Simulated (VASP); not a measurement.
# TiNi (P4/nmm) in VASP: a series of runs

The runs below take TiNi through single point, with PBEsol.

Everything below comes from runs of VASP 6.6.1. Logs are shortened: lines on timing, memory, paths and dates and some standing lists are left out, and cuts for length are marked.

## Step 1: The cell of the first run

Symmetry: P4/nmm, No. 129, tetragonal system. Conventional cell: a = 3.822 Å, b = 3.822 Å, c = 3.636 Å, α = 90.00°, β = 90.00°, γ = 90.00°. Ni (site symmetry -4m2) has 8 Ti at 2.59 to 2.69 Å and 4 Ni at 2.70 Å within 3.4 Å. Ti (site symmetry 4mm) has 8 Ni at 2.59 to 2.69 Å and 4 Ti at 2.71 Å within 3.4 Å.

## Step 2: Single point, PBEsol, collinear spin, ferromagnetic start

INCAR

```
SYSTEM = TiNi
PREC = Accurate ; ENCUT = 520
EDIFF = 1E-6 ; ISMEAR = -1
SIGMA = 0.05 ; LREAL = .FALSE.
LASPH = .TRUE. ; NELM = 150
ALGO = Fast ; ISIF = 2
LWAVE = .FALSE. ; LCHARG = .FALSE.
ISPIN = 2 ; MAGMOM = 1 1 1 1
LORBIT = 11 ; LMAXMIX = 4
GGA = PS ; NBANDS = 34
```

KPOINTS

```
regular mesh
0
G
  7 7 7
  0 0 0
```

POSCAR

```
TiNi
1.0
    3.8219460000      0.0000000000      0.0000000000
    0.0000000000      3.8219460000      0.0000000000
    0.0000000000      0.0000000000      3.6362500000
Ni Ti
2 2
Direct
    0.0000000000      0.0000000000      0.0000000000
    0.5000000000      0.5000000000      0.0000000000
    0.5000000000      0.0000000000      0.5191990000
    0.0000000000      0.5000000000      0.4808010000
```

Potentials or basis: VASP PAW PBE potentials, release 64 (Ni, Ti_sv).

Started as:

```
$ cat potpaw_PBE.64/Ni/POTCAR potpaw_PBE.64/Ti_sv/POTCAR > POTCAR
$ mpirun -np 1 vasp_std > vasp.out
```

OUTCAR:

```text
SYSTEM = TiNi
   PREC = Accurate
   ENCUT = 520
   EDIFF = 1E-6
   ISMEAR = -1
   LREAL = .FALSE.
   LASPH = .TRUE.
   NELM = 150
   ISIF = 2
   ISPIN = 2
   LORBIT = 11
   GGA = PS

 ion  position               nearest neighbor table
   1  0.000  0.000  0.000-   3 2.59   4 2.59   4 2.59   3 2.59   3 2.69   4 2.69   3 2.69   4 2.69
                             2 2.70   2 2.70   2 2.70   2 2.70
   2  0.500  0.500  0.000-   3 2.59   4 2.59   3 2.59   4 2.59   3 2.69   3 2.69   4 2.69   4 2.69
                             1 2.70   1 2.70   1 2.70   1 2.70
   3  0.500  0.000  0.519-   1 2.59   2 2.59   2 2.59   1 2.59   1 2.69   2 2.69   2 2.69   1 2.69
                             4 2.71   4 2.71   4 2.71   4 2.71
   4  0.000  0.500  0.481-   1 2.59   2 2.59   1 2.59   2 2.59   1 2.69   1 2.69   2 2.69   2 2.69
                             3 2.71   3 2.71   3 2.71   3 2.71

  LATTYP: Found a simple tetragonal cell.
 ALAT       =     3.8219460000
 C/A-ratio  =     0.9514132329

  Lattice vectors:

 A1 = (   3.8219460000,   0.0000000000,   0.0000000000)
 A2 = (   0.0000000000,   3.8219460000,   0.0000000000)
 A3 = (   0.0000000000,   0.0000000000,   3.6362500000)

Analysis of symmetry for initial positions (statically):
=====================================================================
 Subroutine PRICEL returns:
 Original cell was already a primitive cell.

 Routine SETGRP: Setting up the symmetry group for a
 simple tetragonal supercell.

 Subroutine GETGRP returns: Found 16 space group operations
 (whereof  8 operations were pure point group operations)
 out of a pool of 16 trial point group operations.

The static configuration has the point symmetry D_2d.
 The point group associated with its full space group is D_4h.

Analysis of symmetry for dynamics (positions and initial velocities):
=====================================================================
 Subroutine PRICEL returns:
 Original cell was already a primitive cell.

 Routine SETGRP: Setting up the symmetry group for a
 simple tetragonal supercell.

 Subroutine GETGRP returns: Found 16 space group operations
 (whereof  8 operations were pure point group operations)
 out of a pool of 16 trial point group operations.

The dynamic configuration has the point symmetry D_2d.
 The point group associated with its full space group is D_4h.

Analysis of structural, dynamic, and magnetic symmetry:
=====================================================================
 Subroutine PRICEL returns:
 Original cell was already a primitive cell.

 Routine SETGRP: Setting up the symmetry group for a
 simple tetragonal supercell.

 Subroutine GETGRP returns: Found 16 space group operations
 (whereof  8 operations were pure point group operations)
 out of a pool of 16 trial point group operations.

The overall configuration has the point symmetry D_2d.
 The point group associated with its full space group is D_4h.

 Subroutine INISYM returns: Found 16 space group operations
 (whereof  8 operations are pure point group operations),
 and found     1 'primitive' translations

----------------------------------------------------------------------------------------

                                     Primitive cell

  volume of cell :      53.1157

  direct lattice vectors                    reciprocal lattice vectors
     3.821946000  0.000000000  0.000000000     0.261646816  0.000000000  0.000000000
     0.000000000  3.821946000  0.000000000     0.000000000  0.261646816  0.000000000
     0.000000000  0.000000000  3.636250000     0.000000000  0.000000000  0.275008594

  length of vectors
     3.821946000  3.821946000  3.636250000     0.261646816  0.261646816  0.275008594

  position of ions in fractional coordinates (direct lattice)
     0.000000000  0.000000000  0.000000000
     0.500000000  0.500000000  0.000000000
     0.500000000  0.000000000  0.519199000
     0.000000000  0.500000000  0.480801000

  ion indices of the primitive-cell ions
   primitive index   ion index
                 1           1
                 2           2
                 3           3
                 4           4

----------------------------------------------------------------------------------------

 KPOINTS: regular mesh

Automatic generation of k-mesh.
[... 26 lines left out ...]
  0.428571  0.000000  0.000000      4.000000
  0.142857  0.142857  0.000000      4.000000
  0.285714  0.142857  0.000000      8.000000
[... 16 lines left out ...]
  0.285714  0.000000  0.285714      8.000000
  0.428571  0.000000  0.285714      8.000000
 [... further k-points ...]
   k-points           NKPTS =     40   k-points in BZ     NKDIM =     40   number of bands    NBANDS=     34
   number of dos      NEDOS =    301   number of ions     NIONS =      4
   total plane-waves  NPLWV =  21952
   dimension x,y,z NGX =    28 NGY =   28 NGZ =   28
   dimension x,y,z NGXF=    56 NGYF=   56 NGZF=   56
   ions per type =               2   2
   NGX,Y,Z   is equivalent  to a cutoff of  12.18, 12.18, 12.80 a.u.
   NGXF,Y,Z  is equivalent  to a cutoff of  24.36, 24.36, 25.60 a.u.
 SYSTEM =  TiNi
   PREC   = accura    normal or accurate (medium, high low for compatibility)
   ISTART =      0    job   : 0-new  1-cont  2-samecut
   ICHARG =      2    charge: 1-file 2-atom 10-const
   ISPIN  =      2    spin polarized calculation?
   LNONCOLLINEAR =      F non collinear calculations
   LSORBIT =      F    spin-orbit coupling
   LASPH  =      T    aspherical Exc in radial PAW
   ENCUT  =  520.0 eV  38.22 Ry    6.18 a.u.   7.11  7.11  6.76*2*pi/ulx,y,z
   NELM   =    150;   NELMIN=  2; NELMDL= -5     # of ELM steps
   EDIFF  = 0.1E-05   stopping-criterion for ELM
   LREAL  =      F    real-space projection
   EDIFFG = 0.1E-04   stopping-criterion for IOM
   NSW    =      0    number of steps for IOM
   IBRION =     -1    ionic relax: 0-MD 1-quasi-New 2-CG
   NFREE  =      0    steps in history (QN), initial steepest desc. (CG)
   ISIF   =      2    stress and relaxation
   ISYM   =      2    0-nonsym 1-usesym 2-fastsym
   POTIM  = 0.5000    time-step for ionic-motion
   TEBEG  =    0.0;   TEEND  =   0.0 temperature during run
   PSTRESS=    0.0 pullay stress
   NELECT =      44.0000    total number of electrons
   NUPDOWN=      -1.0000    fix difference up-down
   EMIN   =  10.00;   EMAX   =-10.00  energy-range for DOS
   EFERMI =   0.00;   METHOD = LEGACY
   ISMEAR =    -1;   SIGMA  =   0.05  broadening in eV -4-tet -1-fermi 0-gaus
   EFERMI_NEDOS =   21; number of points for ismear=-14 and -15
   IALGO  =     68    algorithm
   IMIX   =      4    mixing-type and parameters
     AMIX     =   0.40;   BMIX     =  1.00
     AMIX_MAG =   1.60;   BMIX_MAG =  1.00
  volume/ion in A,a.u.               =      13.28        89.61
  Fermi-wavevector in a.u.,A,eV,Ry     =   1.537511  2.905474 32.163340  2.363939
  Thomas-Fermi vector in A             =   2.644009
   LORBIT       =     11    0 simple, 1 ext, 2 COOP (PROOUT), +10 PAW based schemes
   GGA     = PS    functional components
   LHFCALC =     F    Hartree Fock is set to
   AEXX    =    0.0000 exact exchange contribution
   IVDW    =     0    specifies the selected vdW correction
   LEPSILON=     F    determine dielectric tensor
   LRPA    =     F    only Hartree local field effects (RPA)
 spin polarized calculation
 RMM-DIIS sequential band-by-band and
  energy-cutoff  :      520.00
  volume of cell :       53.12
 maximum number of plane-waves:      1448
   NGX = 15   NGY = 15   NGZ = 13

 number of electron      44.0000049 magnetization       0.0000040

 number of electron      44.0000049 magnetization      -0.0000102

 Free energy of the ion-electron system (eV)
  ---------------------------------------------------
  ext. energy  EPLUGINS =         0.00000000
  ---------------------------------------------------
  free energy    TOTEN  =       -30.31600505 eV

  energy without entropy =      -30.27812192  energy(sigma->0) =      -30.29706349

 E-fermi :   9.2934     XC(G=0): -12.6768

 val. band max:        9.2790885434   @ k =   0.2857   0.1429   0.2857
 cond. band min:       9.3008415014   @ k =   0.1429   0.1429   0.0000
 fundamental gap:      0.0217529580
 Fermi energy:         9.2933798027

 spin component 1

 k-point     1 :       0.0000    0.0000    0.0000
  band No.  band energies     occupation
      1     -47.2916      1.00000
      2     -47.1050      1.00000
      3     -23.8497      1.00000
      4     -23.8497      1.00000
      5     -23.6464      1.00000
      6     -23.4904      1.00000
[... 877 lines left out ...]
     33      17.9731      0.00000
     34      19.4550      0.00000

 [... further k-points ...]

 spin component 2

 k-point     1 :       0.0000    0.0000    0.0000
  band No.  band energies     occupation
      1     -47.2916      1.00000
      2     -47.1050      1.00000
      3     -23.8497      1.00000
      4     -23.8497      1.00000
      5     -23.6464      1.00000
      6     -23.4904      1.00000
[... 877 lines left out ...]
     33      17.9733      0.00000
     34      19.4742      0.00000

 [... further k-points ...]

------------------------ aborting loop because EDIFF is reached ----------------------------------------

  FORCE on cell =-STRESS in cart. coord.  units (eV):
  Direction    XX          YY          ZZ          XY          YZ          ZX
  --------------------------------------------------------------------------------------
  -------------------------------------------------------------------------------------
  Total       -1.2737403     -1.2737403     -2.6159762      0.0000000      0.0000000      0.0000000
  in kB      -38.4209983    -38.4209983    -78.9080917      0.0000000      0.0000000      0.0000000
  external PRESSURE =     -51.9166961 kB  Pullay stress =       0.0000000 kB

 VOLUME and BASIS-vectors are now :
 -----------------------------------------------------------------------------
  energy-cutoff  :      520.00
  volume of cell :       53.12
      direct lattice vectors                 reciprocal lattice vectors
     3.821946000  0.000000000  0.000000000     0.261646816  0.000000000  0.000000000
     0.000000000  3.821946000  0.000000000     0.000000000  0.261646816  0.000000000
     0.000000000  0.000000000  3.636250000     0.000000000  0.000000000  0.275008594

 POSITION                                       TOTAL-FORCE (eV/Angst)
 -----------------------------------------------------------------------------------
      0.00000      0.00000      0.00000         0.000000      0.000000      0.000000
      1.91097      1.91097      0.00000         0.000000     -0.000000      0.000000
      1.91097      0.00000      1.88794         0.000000      0.000000     -0.094977
      0.00000      1.91097      1.74831        -0.000000      0.000000      0.094977
 -----------------------------------------------------------------------------------
    total drift:                                0.000000      0.000000      0.000000

  FREE ENERGIE OF THE ION-ELECTRON SYSTEM (eV)
  ---------------------------------------------------
  free  energy   TOTEN  =       -30.3160050528 eV

  energy  without entropy=      -30.2781219213  energy(sigma->0) =      -30.29706349

 total charge

# of ion       s       p       d       tot
------------------------------------------
    1        0.550   0.488   8.307   9.344
    2        0.550   0.488   8.307   9.344
    3        2.251   6.147   1.934  10.332
    4        2.251   6.147   1.934  10.332
--------------------------------------------------
tot          5.600  13.271  20.482  39.353

 magnetization (x)

# of ion       s       p       d       tot
------------------------------------------
    1        0.000  -0.000  -0.000  -0.000
    2        0.000  -0.000  -0.000  -0.000
    3        0.000   0.000  -0.000   0.000
    4        0.000   0.000  -0.000   0.000
--------------------------------------------------
tot          0.000   0.000  -0.000  -0.000
```

Wall time 2.1 min (1 thread of Intel Xeon 6975P-C (Granite Rapids), shared host); peak memory 0.24 GiB.

What came out:

| Quantity | Value |
| --- | --- |
| Free energy | -30.3160 eV |
| Pressure | -5.2 GPa |
| Largest force | 0.095 eV/Å |
| Band gap on the k mesh | zero (filled and empty bands overlap) |
| Net moment | 0.00 μB per cell |
| Valence electrons inside the program's atomic spheres | Ni 9.34; Ti 10.33 |

Forces on the atoms (eV/Å):
```
Ni   0.000  0.000  0.000
Ni   0.000  0.000  0.000
Ti   0.000  0.000 -0.095
Ti   0.000  0.000  0.095
```

Stress tensor (GPa, compression positive):
```
-3.84  0.00  0.00
 0.00 -3.84  0.00
 0.00  0.00 -7.89
```

Levels at points of the mesh, in eV from the Fermi level:
Spin up:
```
           k point  band 19  band 20  band 21  band 22  band 23  band 24  band 25  band 26
(0.00, 0.00, 0.00)    -0.68    -0.36     0.11     0.61     2.14     2.14     2.29     2.38
```
Spin down:
```
           k point  band 20  band 21  band 22  band 23  band 24  band 25
(0.00, 0.00, 0.00)    -0.36     0.11     0.61     2.14     2.14     2.30
```

Caveat: the cell stands under tension; the moments typed at the start vanished in this run; the PAW data sets were made with another functional, which shifts forces and pressure a little.

(Part 1 of 4 ends here.)

The gap in the log of VASP goes by the Fermi energy; the results here count the filled bands.